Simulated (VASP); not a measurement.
# Ir (Fm-3m) in VASP: single point with PBEsol

Aim: the single point of Ir with PBEsol.

All numbers are computed with VASP 6.6.1; they aren't measurements. Logs are shortened: lines on timing, memory, paths and dates and some standing lists are left out, and cuts for length are marked.

### 1 The cell of the first run

Symmetry: Fm-3m, No. 225, cubic system. The conventional cell has a = 3.835 Å, b = 3.835 Å, c = 3.835 Å, α = 90.00°, β = 90.00°, γ = 90.00°. Ir (site symmetry m-3m) has 12 Ir at 2.71 Å within 3.6 Å.

### 2 Single point, PBEsol

INCAR

```
SYSTEM = Ir
ALGO = Normal
EDIFF = 1E-6
ENCUT = 560
GGA = PS
GGA_COMPAT = .FALSE.
ISIF = 2
ISMEAR = 0
LASPH = .TRUE.
LCHARG = .FALSE.
LREAL = .FALSE.
LWAVE = .FALSE.
NBANDS = 14
NELM = 120
PREC = Accurate
SIGMA = 0.05
```

KPOINTS

```
k-points
0
G
  8 8 8
  0 0 0
```

POSCAR

```
Ir
1.0
    0.0000000000      1.9174724462      1.9174724462
    1.9174724462      0.0000000000      1.9174724462
    1.9174724462      1.9174724462      0.0000000000
Ir
1
Direct
    0.0000000000      0.0000000000      0.0000000000
```

Potentials or basis: VASP PAW PBE potentials, release 64 (Ir_sv_GW).

Command:

```
cat potpaw_PBE.64/Ir_sv_GW/POTCAR > POTCAR
mpirun -np 1 vasp_std > vasp.out
```

OUTCAR:

```text
SYSTEM = Ir
   EDIFF = 1E-6
   ENCUT = 560
   GGA = PS
   ISIF = 2
   ISMEAR = 0
   LASPH = .TRUE.
   LREAL = .FALSE.
   NELM = 120
   PREC = Accurate

 ion  position               nearest neighbor table
   1  0.000  0.000  0.000-

  LATTYP: Found a face centered cubic cell.
 ALAT       =     3.8349448924

  Lattice vectors:

 A1 = (   0.0000000000,   1.9174724462,   1.9174724462)
 A2 = (   1.9174724462,   0.0000000000,   1.9174724462)
 A3 = (   1.9174724462,   1.9174724462,   0.0000000000)

Analysis of symmetry for initial positions (statically):
=====================================================================
 Subroutine PRICEL returns:
 Original cell was already a primitive cell.

 Routine SETGRP: Setting up the symmetry group for a
 face centered cubic supercell.

 Subroutine GETGRP returns: Found 48 space group operations
 (whereof 48 operations were pure point group operations)
 out of a pool of 48 trial point group operations.

The static configuration has the point symmetry O_h .

Analysis of symmetry for dynamics (positions and initial velocities):
=====================================================================
 Subroutine PRICEL returns:
 Original cell was already a primitive cell.

 Routine SETGRP: Setting up the symmetry group for a
 face centered cubic supercell.

 Subroutine GETGRP returns: Found 48 space group operations
 (whereof 48 operations were pure point group operations)
 out of a pool of 48 trial point group operations.

The dynamic configuration has the point symmetry O_h .

 Subroutine INISYM returns: Found 48 space group operations
 (whereof 48 operations are pure point group operations),
 and found     1 'primitive' translations

----------------------------------------------------------------------------------------

                                     Primitive cell

  volume of cell :      14.0999

  direct lattice vectors                    reciprocal lattice vectors
     0.000000000  1.917472446  1.917472446    -0.260759940  0.260759940  0.260759940
     1.917472446  0.000000000  1.917472446     0.260759940 -0.260759940  0.260759940
     1.917472446  1.917472446  0.000000000     0.260759940  0.260759940 -0.260759940

  length of vectors
     2.711715539  2.711715539  2.711715539     0.451649465  0.451649465  0.451649465

  position of ions in fractional coordinates (direct lattice)
     0.000000000  0.000000000  0.000000000

[... 76 lines left out ...]
   LREAL  =      F    real-space projection
   EDIFFG = 0.1E-04   stopping-criterion for IOM
   NSW    =      0    number of steps for IOM
   IBRION =     -1    ionic relax: 0-MD 1-quasi-New 2-CG
   NFREE  =      0    steps in history (QN), initial steepest desc. (CG)
   ISIF   =      2    stress and relaxation
   ISYM   =      2    0-nonsym 1-usesym 2-fastsym
   POTIM  = 0.5000    time-step for ionic-motion
   TEBEG  =    0.0;   TEEND  =   0.0 temperature during run
   PSTRESS=    0.0 pullay stress
   NELECT =      17.0000    total number of electrons
   NUPDOWN=      -1.0000    fix difference up-down
   EMIN   =  10.00;   EMAX   =-10.00  energy-range for DOS
   EFERMI =   0.00;   METHOD = LEGACY
   ISMEAR =     0;   SIGMA  =   0.05  broadening in eV -4-tet -1-fermi 0-gaus
   EFERMI_NEDOS =   21; number of points for ismear=-14 and -15
   IALGO  =     38    algorithm
   IMIX   =      4    mixing-type and parameters
     AMIX     =   0.40;   BMIX     =  1.00
     AMIX_MAG =   1.60;   BMIX_MAG =  1.00
  volume/ion in A,a.u.               =      14.10        95.15
  Fermi-wavevector in a.u.,A,eV,Ry     =   1.742417  3.292690 41.307502  3.036016
  Thomas-Fermi vector in A             =   2.814686
   LORBIT       =      0    0 simple, 1 ext, 2 COOP (PROOUT), +10 PAW based schemes
   GGA     = PS    functional components
   LHFCALC =     F    Hartree Fock is set to
   AEXX    =    0.0000 exact exchange contribution
   IVDW    =     0    specifies the selected vdW correction
   LEPSILON=     F    determine dielectric tensor
   LRPA    =     F    only Hartree local field effects (RPA)
 non-spin polarized calculation
 Gauss-broadening in eV      SIGMA  =   0.05
  energy-cutoff  :      560.00
  volume of cell :       14.10
 maximum number of plane-waves:       444
 NGX is ok and might be reduce to    24
   NGX = 11   NGY = 11   NGZ = 11

 number of electron      17.0000000 magnetization

 Free energy of the ion-electron system (eV)
  ---------------------------------------------------
  ext. energy  EPLUGINS =         0.00000000
  ---------------------------------------------------
  free energy    TOTEN  =       -10.32155923 eV

  energy without entropy =      -10.31927962  energy(sigma->0) =      -10.32041942

 E-fermi :  12.8582     XC(G=0): -14.7260

 val. band max:       12.8141670742   @ k =  -0.3750   0.1250   0.0000
 cond. band min:      12.8769079587   @ k =  -0.3750   0.2500   0.0000
 fundamental gap:      0.0627408845
 Fermi energy:        12.8582450486

 k-point     1 :       0.0000    0.0000    0.0000
  band No.  band energies     occupation
      1     -80.2196      2.00000
      2     -36.6007      2.00000
      3     -36.6007      2.00000
      4     -36.6007      2.00000
      5       1.5909      2.00000
      6       8.8843      2.00000
      7       8.8843      2.00000
      8       8.8843      2.00000
      9      11.6276      2.00000
     10      11.6276      2.00000
     11      26.3609      0.00000
     12      31.9095      0.00000
     13      31.9095      0.00000
     14      31.9095      0.00000
[... 377 lines left out ...]
      1     -80.1424      2.00000
      2     -37.2915      2.00000
      3     -36.9235      2.00000
      4     -36.7811      2.00000
      5       6.1187      2.00000
      6       7.5311      2.00000
      7       9.1562      2.00000
      8      10.2079      2.00000
      9      13.3905      0.00000
     10      17.9794      0.00000
     11      19.4332      0.00000
     12      28.2255      0.00000
     13      28.5734      0.00000
     14      32.0494      0.00000

 [... further k-points ...]
[... 5 lines left out ...]
  --------------------------------------------------------------------------------------
  -------------------------------------------------------------------------------------
  Total       -0.1642266     -0.1642266     -0.1642266     -0.0000000      0.0000000      0.0000000
  in kB      -18.6610713    -18.6610713    -18.6610713     -0.0000000      0.0000000      0.0000000
  external PRESSURE =     -18.6610713 kB  Pullay stress =       0.0000000 kB

 VOLUME and BASIS-vectors are now :
 -----------------------------------------------------------------------------
  energy-cutoff  :      560.00
  volume of cell :       14.10
      direct lattice vectors                 reciprocal lattice vectors
     0.000000000  1.917472446  1.917472446    -0.260759940  0.260759940  0.260759940
     1.917472446  0.000000000  1.917472446     0.260759940 -0.260759940  0.260759940
     1.917472446  1.917472446  0.000000000     0.260759940  0.260759940 -0.260759940

 POSITION                                       TOTAL-FORCE (eV/Angst)
 -----------------------------------------------------------------------------------
      0.00000      0.00000      0.00000         0.000000      0.000000      0.000000
 -----------------------------------------------------------------------------------
    total drift:                               -0.000000     -0.000000     -0.000000

  FREE ENERGIE OF THE ION-ELECTRON SYSTEM (eV)
  ---------------------------------------------------
  free  energy   TOTEN  =       -10.3215592273 eV

  energy  without entropy=      -10.3192796201  energy(sigma->0) =      -10.32041942
```

It took 4.5 s on 1 thread of AMD EPYC 9R45 (Zen 5), shared host; peak memory 0.11 GiB.

Results:

* Free energy: -10.3216 eV
* Pressure: -1.9 GPa
* Band gap on the k mesh: zero (an odd number of electrons rules out a gap without spin polarisation)

Caveat: the PAW data sets were made with another functional, which shifts forces and pressure a little; spin-orbit coupling is left out, which moves the levels of the heavy elements.

The gap in the log of VASP goes by the Fermi energy; the results here count the filled bands.